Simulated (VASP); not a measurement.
# Zn4S (Im-3m) in VASP: a series of runs

Runs on Zn4S. Level: PBE. Tasks: single point, relaxation of cell and atoms.

All numbers are computed with VASP 6.6.1; they aren't measurements. Logs are shortened: lines on timing, memory, paths and dates and some standing lists are left out, and cuts for length are marked.

### Step 1. The cell of the first run

Symmetry: Im-3m, No. 229, cubic system. Conventional cell: a = 5.744 Å, b = 5.744 Å, c = 5.744 Å, α = 90.00°, β = 90.00°, γ = 90.00°. Zn (site symmetry -3m) has 2 S at 2.49 Å and 6 Zn at 2.87 Å within 3.3 Å. Within 3.3 Å of S (site symmetry m-3m) lie 8 Zn at 2.49 Å.

The cell was generated, and may not be a known phase.

### Step 2. Single point, PBE

Input file INCAR:

```
  ALGO = Normal
  EDIFF = 1E-6
  ENCUT = 520
  GGA = PE
  ISIF = 2
  ISMEAR = 0
  LASPH = True
  LCHARG = False
  LREAL = False
  LWAVE = False
  NBANDS = 35
  NELM = 60
  PREC = Accurate
  SIGMA = 0.1
```

Input file KPOINTS:

```
k-points
0
Gamma
  4 4 4
```

Input file POSCAR:

```
Zn4S
1.0
   -2.8717938700      2.8717938700      2.8717938700
    2.8717938700     -2.8717938700      2.8717938700
    2.8717938700      2.8717938700     -2.8717938700
Zn S
4 1
Direct
    0.5000000000      0.5000000000      0.5000000000
    0.0000000000      0.0000000000      0.5000000000
    0.0000000000      0.5000000000      0.0000000000
    0.5000000000      0.0000000000      0.0000000000
    0.0000000000      0.0000000000      0.0000000000
```

Potentials or basis: VASP PAW PBE potentials, release 64 (Zn, S).

Started as:

```sh
cat potpaw_PBE.64/Zn/POTCAR potpaw_PBE.64/S/POTCAR > POTCAR
mpirun -np 1 vasp_std > vasp.out
```

OUTCAR:

```text
EDIFF = 1E-6
   ENCUT = 520
   GGA = PE
   ISIF = 2
   ISMEAR = 0
   LASPH = True
   LREAL = False
   NELM = 60
   PREC = Accurate

 ion  position               nearest neighbor table
   1  0.500  0.500  0.500-   5 2.49   5 2.49   4 2.87   2 2.87   4 2.87   3 2.87   2 2.87   3 2.87

   2  0.000  0.000  0.500-   5 2.49   5 2.49   4 2.87   1 2.87   3 2.87   3 2.87   4 2.87   1 2.87

   3  0.000  0.500  0.000-   5 2.49   5 2.49   4 2.87   1 2.87   2 2.87   2 2.87   1 2.87   4 2.87

   4  0.500  0.000  0.000-   5 2.49   5 2.49   3 2.87   1 2.87   1 2.87   2 2.87   2 2.87   3 2.87

   5  0.000  0.000  0.000-   1 2.49   2 2.49   3 2.49   4 2.49   2 2.49   3 2.49   4 2.49   1 2.49

  LATTYP: Found a body centered cubic cell.
 ALAT       =     5.7435877400

  Lattice vectors:

 A1 = (  -2.8717938700,   2.8717938700,   2.8717938700)
 A2 = (   2.8717938700,  -2.8717938700,   2.8717938700)
 A3 = (   2.8717938700,   2.8717938700,  -2.8717938700)

Analysis of symmetry for initial positions (statically):
=====================================================================
 Subroutine PRICEL returns:
 Original cell was already a primitive cell.

 Routine SETGRP: Setting up the symmetry group for a
 body centered cubic supercell.

 Subroutine GETGRP returns: Found 48 space group operations
 (whereof 48 operations were pure point group operations)
 out of a pool of 48 trial point group operations.

The static configuration has the point symmetry O_h .

Analysis of symmetry for dynamics (positions and initial velocities):
=====================================================================
 Subroutine PRICEL returns:
 Original cell was already a primitive cell.

 Routine SETGRP: Setting up the symmetry group for a
 body centered cubic supercell.

 Subroutine GETGRP returns: Found 48 space group operations
 (whereof 48 operations were pure point group operations)
 out of a pool of 48 trial point group operations.

The dynamic configuration has the point symmetry O_h .

 Subroutine INISYM returns: Found 48 space group operations
 (whereof 48 operations are pure point group operations),
 and found     1 'primitive' translations

----------------------------------------------------------------------------------------

                                     Primitive cell

  volume of cell :      94.7370

  direct lattice vectors                    reciprocal lattice vectors
    -2.871793870  2.871793870  2.871793870     0.000000000  0.174107204  0.174107204
     2.871793870 -2.871793870  2.871793870     0.174107204  0.000000000  0.174107204
     2.871793870  2.871793870 -2.871793870     0.174107204  0.174107204  0.000000000

  length of vectors
     4.974092892  4.974092892  4.974092892     0.246224769  0.246224769  0.246224769

  position of ions in fractional coordinates (direct lattice)
     0.500000000  0.500000000  0.500000000
     0.000000000  0.000000000  0.500000000
     0.000000000  0.500000000  0.000000000
     0.500000000  0.000000000  0.000000000
     0.000000000  0.000000000  0.000000000

  ion indices of the primitive-cell ions
   primitive index   ion index
                 1           1
                 2           2
                 3           3
                 4           4
                 5           5

----------------------------------------------------------------------------------------

 KPOINTS: k-points

Automatic generation of k-mesh.
 Grid dimensions read from file:
 generate k-points for:    4    4    4

 Generating k-lattice:

  Cartesian coordinates                     Fractional coordinates (reciprocal lattice)
     0.000000000  0.043526801  0.043526801     0.250000000  0.000000000  0.000000000
     0.043526801  0.000000000  0.043526801     0.000000000  0.250000000  0.000000000
     0.043526801  0.043526801  0.000000000     0.000000000  0.000000000  0.250000000

  Length of vectors
     0.061556192  0.061556192  0.061556192

  Shift w.r.t. Gamma in fractional coordinates (k-lattice)
     0.000000000  0.000000000  0.000000000

 Subroutine IBZKPT returns following result:
 ===========================================

 Found      8 irreducible k-points:

 Following reciprocal coordinates:
            Coordinates               Weight
  0.000000  0.000000  0.000000      1.000000
  0.250000  0.000000  0.000000     12.000000
  0.500000  0.000000  0.000000      6.000000
  0.250000  0.250000  0.000000     24.000000
  0.250000  0.250000  0.250000      2.000000
 -0.250000  0.250000  0.250000      6.000000
  0.500000  0.500000  0.250000     12.000000
  0.500000  0.500000  0.500000      1.000000
   k-points           NKPTS =      8   k-points in BZ     NKDIM =      8   number of bands    NBANDS=     35
   number of dos      NEDOS =    301   number of ions     NIONS =      5
   total plane-waves  NPLWV =  64000
   dimension x,y,z NGX =    40 NGY =   40 NGZ =   40
   dimension x,y,z NGXF=    80 NGYF=   80 NGZF=   80
   ions per type =               4   1
   NGX,Y,Z   is equivalent  to a cutoff of  13.37, 13.37, 13.37 a.u.
   NGXF,Y,Z  is equivalent  to a cutoff of  26.74, 26.74, 26.74 a.u.
 SYSTEM =  unknown system
   PREC   = accura    normal or accurate (medium, high low for compatibility)
   ISTART =      0    job   : 0-new  1-cont  2-samecut
   ICHARG =      2    charge: 1-file 2-atom 10-const
   ISPIN  =      1    spin polarized calculation?
   LNONCOLLINEAR =      F non collinear calculations
   LSORBIT =      F    spin-orbit coupling
   LASPH  =      T    aspherical Exc in radial PAW
   ENCUT  =  520.0 eV  38.22 Ry    6.18 a.u.   9.25  9.25  9.25*2*pi/ulx,y,z
   NELM   =     60;   NELMIN=  2; NELMDL= -5     # of ELM steps
   EDIFF  = 0.1E-05   stopping-criterion for ELM
   LREAL  =      F    real-space projection
   EDIFFG = 0.1E-04   stopping-criterion for IOM
   NSW    =      0    number of steps for IOM
   IBRION =     -1    ionic relax: 0-MD 1-quasi-New 2-CG
   NFREE  =      0    steps in history (QN), initial steepest desc. (CG)
   ISIF   =      2    stress and relaxation
   ISYM   =      2    0-nonsym 1-usesym 2-fastsym
   POTIM  = 0.5000    time-step for ionic-motion
   TEBEG  =    0.0;   TEEND  =   0.0 temperature during run
   PSTRESS=    0.0 pullay stress
   NELECT =      54.0000    total number of electrons
   NUPDOWN=      -1.0000    fix difference up-down
   EMIN   =  10.00;   EMAX   =-10.00  energy-range for DOS
   EFERMI =   0.00;   METHOD = LEGACY
   ISMEAR =     0;   SIGMA  =   0.10  broadening in eV -4-tet -1-fermi 0-gaus
   EFERMI_NEDOS =   21; number of points for ismear=-14 and -15
   IALGO  =     38    algorithm
   IMIX   =      4    mixing-type and parameters
     AMIX     =   0.40;   BMIX     =  1.00
     AMIX_MAG =   1.60;   BMIX_MAG =  1.00
  volume/ion in A,a.u.               =      18.95       127.86
  Fermi-wavevector in a.u.,A,eV,Ry     =   1.357374  2.565065 25.068243  1.842464
  Thomas-Fermi vector in A             =   2.484298
   LORBIT       =      0    0 simple, 1 ext, 2 COOP (PROOUT), +10 PAW based schemes
   GGA     = PE    functional components
   LHFCALC =     F    Hartree Fock is set to
   AEXX    =    0.0000 exact exchange contribution
   IVDW    =     0    specifies the selected vdW correction
   LEPSILON=     F    determine dielectric tensor
   LRPA    =     F    only Hartree local field effects (RPA)
 non-spin polarized calculation
 Gauss-broadening in eV      SIGMA  =   0.10
  energy-cutoff  :      520.00
  volume of cell :       94.74
 maximum number of plane-waves:      2587
 NGX is ok and might be reduce to    40
   NGX = 19   NGY = 19   NGZ = 19

 number of electron      53.9999932 magnetization

 Free energy of the ion-electron system (eV)
  ---------------------------------------------------
  ext. energy  EPLUGINS =         0.00000000
  ---------------------------------------------------
  free energy    TOTEN  =        -6.95438944 eV

  energy without entropy =       -6.92971860  energy(sigma->0) =       -6.94205402

 E-fermi :   2.0250     XC(G=0): -10.2383

 val. band max:        2.0158295052   @ k =  -0.2500   0.2500   0.2500
 cond. band min:       2.5062992674   @ k =   0.0000   0.0000   0.0000
 fundamental gap:      0.4904697622
 Fermi energy:         2.0250496790

 k-point     1 :       0.0000    0.0000    0.0000
  band No.  band energies     occupation
      1     -12.3986      2.00000
      2      -5.1170      2.00000
      3      -5.1170      2.00000
      4      -4.9750      2.00000
      5      -4.9575      2.00000
      6      -4.9575      2.00000
[... 27 lines left out ...]
     34       8.9952      0.00000
     35       8.9952      0.00000

 k-point     2 :       0.2500    0.0000    0.0000
  band No.  band energies     occupation
      1     -12.2526      2.00000
      2      -5.3015      2.00000
      3      -5.0785      2.00000
      4      -5.0692      2.00000
      5      -5.0428      2.00000
      6      -4.8866      2.00000
[... 27 lines left out ...]
     34       8.5772      0.00000
     35       8.9245      0.00000

 k-point     3 :       0.5000    0.0000    0.0000
  band No.  band energies     occupation
      1     -12.0917      2.00000
      2      -5.8738      2.00000
      3      -5.3090      2.00000
      4      -5.0184      2.00000
      5      -4.9801      2.00000
      6      -4.8968      2.00000
[... 27 lines left out ...]
     34       7.8676      0.00000
     35       9.5329      0.00000

 k-point     4 :       0.2500    0.2500    0.0000
  band No.  band energies     occupation
      1     -12.0931      2.00000
      2      -5.7022      2.00000
      3      -5.4059      2.00000
      4      -5.0967      2.00000
      5      -4.9471      2.00000
      6      -4.8190      2.00000
[... 27 lines left out ...]
     34       8.5591      0.00000
     35      10.0366      0.00000

 k-point     5 :       0.2500    0.2500    0.2500
  band No.  band energies     occupation
      1     -12.0757      2.00000
      2      -5.3699      2.00000
      3      -5.3699      2.00000
      4      -5.3699      2.00000
      5      -4.7209      2.00000
      6      -4.7209      2.00000
[... 27 lines left out ...]
     34       8.1710      0.00000
     35       8.1710      0.00000

 k-point     6 :      -0.2500    0.2500    0.2500
  band No.  band energies     occupation
      1     -12.1129      2.00000
      2      -5.4414      2.00000
      3      -5.4414      2.00000
      4      -5.3767      2.00000
      5      -5.0491      2.00000
      6      -4.8959      2.00000
[... 27 lines left out ...]
     34       9.1546      0.00000
     35       9.1546      0.00000

 k-point     7 :       0.5000    0.5000    0.2500
  band No.  band energies     occupation
      1     -11.9594      2.00000
      2      -5.9414      2.00000
      3      -5.7089      2.00000
      4      -5.4897      2.00000
      5      -4.9772      2.00000
      6      -4.9594      2.00000
[... 27 lines left out ...]
     34      10.4169      0.00000
     35      10.5821      0.00000

 k-point     8 :       0.5000    0.5000    0.5000
  band No.  band energies     occupation
      1     -11.8144      2.00000
      2      -6.0009      2.00000
      3      -6.0009      2.00000
      4      -6.0009      2.00000
      5      -4.9955      2.00000
      6      -4.9955      2.00000
[... 27 lines left out ...]
     34       7.8815      0.00000
     35      13.0249      0.00000

------------------------ aborting loop because EDIFF is reached ----------------------------------------

  FORCE on cell =-STRESS in cart. coord.  units (eV):
  Direction    XX          YY          ZZ          XY          YZ          ZX
  --------------------------------------------------------------------------------------
  -------------------------------------------------------------------------------------
  Total        0.8284756      0.8284756      0.8284756     -0.0000000     -0.0000000      0.0000000
  in kB       14.0110449     14.0110449     14.0110449     -0.0000000     -0.0000000      0.0000000
  external PRESSURE =      14.0110449 kB  Pullay stress =       0.0000000 kB

 VOLUME and BASIS-vectors are now :
 -----------------------------------------------------------------------------
  energy-cutoff  :      520.00
  volume of cell :       94.74
      direct lattice vectors                 reciprocal lattice vectors
    -2.871793870  2.871793870  2.871793870     0.000000000  0.174107204  0.174107204
     2.871793870 -2.871793870  2.871793870     0.174107204  0.000000000  0.174107204
     2.871793870  2.871793870 -2.871793870     0.174107204  0.174107204  0.000000000

 POSITION                                       TOTAL-FORCE (eV/Angst)
 -----------------------------------------------------------------------------------
      1.43590      1.43590      1.43590        -0.000000     -0.000000      0.000000
      1.43590      1.43590     -1.43590        -0.000000      0.000000     -0.000000
      1.43590     -1.43590      1.43590         0.000000      0.000000      0.000000
     -1.43590      1.43590      1.43590        -0.000000     -0.000000     -0.000000
      0.00000      0.00000      0.00000         0.000000     -0.000000      0.000000
 -----------------------------------------------------------------------------------
    total drift:                                0.000000     -0.000000      0.000000

  FREE ENERGIE OF THE ION-ELECTRON SYSTEM (eV)
  ---------------------------------------------------
  free  energy   TOTEN  =        -6.9543894388 eV

  energy  without entropy=       -6.9297185963  energy(sigma->0) =       -6.94205402
```

It took 63 s on 1 thread of Intel Xeon 8259CL, shared host; peak memory 0.24 GiB.

Results:

```
Free energy            : -6.9544 eV
Pressure               : 1.4 GPa
Band gap on the k mesh : zero (bands 27 and 28 overlap by 2.42 eV)
```

Levels at points of the mesh, in eV from the Fermi level:
| k point | band 25 | band 26 | band 27 | band 28 | band 29 | band 30 |
| --- | --- | --- | --- | --- | --- | --- |
| (0.00, 0.00, 0.00) | -4.03 | 0.48 | 0.48 | 0.48 | 1.66 | 1.66 |
| (0.50, 0.00, 0.00) | -2.98 | -1.39 | 0.96 | 2.10 | 2.25 | 3.63 |
| (0.50, 0.50, 0.50) | -1.83 | -1.83 | 2.17 | 2.17 | 2.17 | 3.36 |

Caveat: the k points lie up to 0.39 Å⁻¹ apart, too coarse for converged energies and pressures of a metal.

### Step 3. Single point, PBE

This run uses another cell than the first one, of 19.40 Å³/atom.

Input file INCAR:

```
SYSTEM = Zn4S
PREC     = Accurate       ! precision mode
ENCUT    = 520            ! plane-wave cutoff, eV
EDIFF    = 1E-6           ! SCF threshold, eV
ISMEAR   = 0              ! smearing method
SIGMA    = 0.1            ! smearing width, eV
LREAL    = .False.        ! projectors in reciprocal space
LASPH    = .True.         ! aspherical terms in the spheres
NELM     = 100            ! most SCF steps
ALGO     = Normal         ! electronic algorithm
ISIF     = 2              ! what is computed and relaxed
LWAVE    = .False.        ! write WAVECAR
LCHARG   = .True.         ! write CHGCAR
GGA      = PE             ! functional
LELF     = .True.         ! ELF
LVHAR    = .True.       
NBANDS   = 35             ! bands
```

Input file KPOINTS:

```
Automatic mesh
0
Gamma
  4 4 4
  0 0 0
```

Changes to POSCAR since step 2:

```diff
@@ -2,5 +2,5 @@
 1.0
-   -2.8717938700      2.8717938700      2.8717938700
-    2.8717938700     -2.8717938700      2.8717938700
-    2.8717938700      2.8717938700     -2.8717938700
+   -2.8943300205      2.8943300205      2.8943300205
+    2.8943300205     -2.8943300205      2.8943300205
+    2.8943300205      2.8943300205     -2.8943300205
 Zn S
```

Potentials or basis: VASP PAW PBE potentials, release 64 (Zn, S).

Started as:

```sh
cat potpaw_PBE.64/Zn/POTCAR potpaw_PBE.64/S/POTCAR > POTCAR
mpirun -np 1 vasp_std > vasp.out
```

It took 71 s on 1 thread of Intel Xeon 8259CL, shared host; peak memory 0.23 GiB.

Results (log left out):

```
Free energy            : -6.9657 eV
Pressure               : 0.2 GPa
Band gap on the k mesh : zero (bands 27 and 28 overlap by 2.41 eV)
```

Levels at points of the mesh, in eV from the Fermi level:
| k point | band 24 | band 25 | band 26 | band 27 | band 28 | band 29 | band 30 | band 31 |
| --- | --- | --- | --- | --- | --- | --- | --- | --- |
| (0.00, 0.00, 0.00) | -4.75 | -4.06 | 0.43 | 0.43 | 0.43 | 1.68 | 1.68 | 1.68 |
| (0.50, 0.00, 0.00) | -4.29 | -2.95 | -1.38 | 0.92 | 2.11 | 2.22 | 3.49 | 3.73 |
| (0.50, 0.50, 0.50) | -4.66 | -1.73 | -1.73 | 2.09 | 2.09 | 2.09 | 3.37 | 3.37 |

Caveat: the k points lie up to 0.38 Å⁻¹ apart, too coarse for converged energies and pressures of a metal.

### Step 4. Relaxation of cell and atoms, PBE

Input file INCAR:

```
SYSTEM = Zn4S
PREC = Accurate
ENCUT = 600
EDIFF = 1E-6
ISMEAR = 0
SIGMA = 0.1
LREAL = .False.
LASPH = .True.
NELM = 100
ALGO = Normal
ISIF = 3
LWAVE = .False.
LCHARG = .False.
GGA = PE
IBRION = 2
NSW = 90
EDIFFG = -0.04
```

Input file KPOINTS:

```
regular mesh
0
Gamma
  4 4 4
  0 0 0
```

Changes to POSCAR since step 3:

```diff
@@ -2,5 +2,5 @@
 1.0
-   -2.8943300205      2.8943300205      2.8943300205
-    2.8943300205     -2.8943300205      2.8943300205
-    2.8943300205      2.8943300205     -2.8943300205
+   -2.8717938700      2.8717938700      2.8717938700
+    2.8717938700     -2.8717938700      2.8717938700
+    2.8717938700      2.8717938700     -2.8717938700
 Zn S
```

Started as:

```sh
cat potpaw_PBE.64/Zn/POTCAR potpaw_PBE.64/S/POTCAR > POTCAR
mpirun -np 1 vasp_std > vasp.out
```

Run time: 1.9 min. Hardware: 1 thread of Intel Xeon 8259CL, shared host; peak memory 0.25 GiB.

Results (log left out):

```yaml
Free_energy: -6.9642 eV
Relaxed_volume: 19.38 Å³/atom
Relaxed_cell: a = 5.012 Å, b = 5.012 Å, c = 5.012 Å, α = 109.47°, β = 109.47°, γ = 109.47°
Space_group_after_relaxing_to_0.1_Å: Im-3m (No. 229)
Energy_gained_by_relaxing: 2.1 meV/atom
Ionic_steps: 2
Pressure_after_relaxing: 0.2 GPa
Band_gap_on_the_k_mesh: zero (bands 27 and 28 overlap by 2.41 eV)
```

The path:
```
step  energy change (eV)  largest force (eV/Å)  pressure (GPa)  volume (Å³)
   1              0.0000                0.0000            1.33        94.74
   2             -0.0106                0.0000            0.21        96.90
```

Final structure:
```cif
data_structure
_symmetry_space_group_name_H-M 'P 1'
_symmetry_Int_Tables_number 1
_cell_length_a 5.0117
_cell_length_b 5.0117
_cell_length_c 5.0117
_cell_angle_alpha 109.471
_cell_angle_beta 109.471
_cell_angle_gamma 109.471
_cell_volume 96.90
loop_
_atom_site_label
_atom_site_type_symbol
_atom_site_fract_x
_atom_site_fract_y
_atom_site_fract_z
_atom_site_occupancy
Zn1 Zn 0.50000 0.50000 0.50000 1
Zn2 Zn 0.00000 0.00000 0.50000 1
Zn3 Zn 0.00000 0.50000 0.00000 1
Zn4 Zn 0.50000 0.00000 0.00000 1
S1 S 0.00000 0.00000 0.00000 1
```

Levels at points of the mesh, in eV from the Fermi level:
```tsv
k point	band 23	band 24	band 25	band 26	band 27	band 28	band 29	band 30	band 31	band 32
(0.00, 0.00, 0.00)	-4.75	-4.75	-4.06	0.43	0.43	0.43	1.68	1.68	1.68	5.23
(0.50, 0.00, 0.00)	-4.45	-4.30	-2.95	-1.38	0.92	2.11	2.23	3.50	3.73	5.10
(0.50, 0.50, 0.50)	-4.66	-4.66	-1.73	-1.73	2.09	2.09	2.09	3.37	3.37	3.37
```

Caveat: the k points lie up to 0.38 Å⁻¹ apart in the final cell, too coarse for converged energies and pressures of a metal.

### Step 5. Summary

```csv
task,cell,cutoff (eV),gap on the mesh (eV),pressure (GPa)
single point,"a = 4.974 Å, angles 109.5°, 5 atoms",520,none,1.4
single point,"a = 5.013 Å, angles 109.5°, 5 atoms",520,none,0.2
relaxation of cell and atoms,"relaxed from a = 4.974 Å, angles 109.5°, 5 atoms",600,none,0.2
```

Alike in all rows: level PBE; potentials or basis VASP PAW PBE potentials, release 64 (Zn, S); no spin polarisation; k mesh 4 × 4 × 4; smearing gaussian 0.1 eV.

Caveats: all runs use coarse meshes.

Absolute energies hang on the potentials; compare differences alone.

The gap in the log of VASP goes by the Fermi energy; the results here count the filled bands.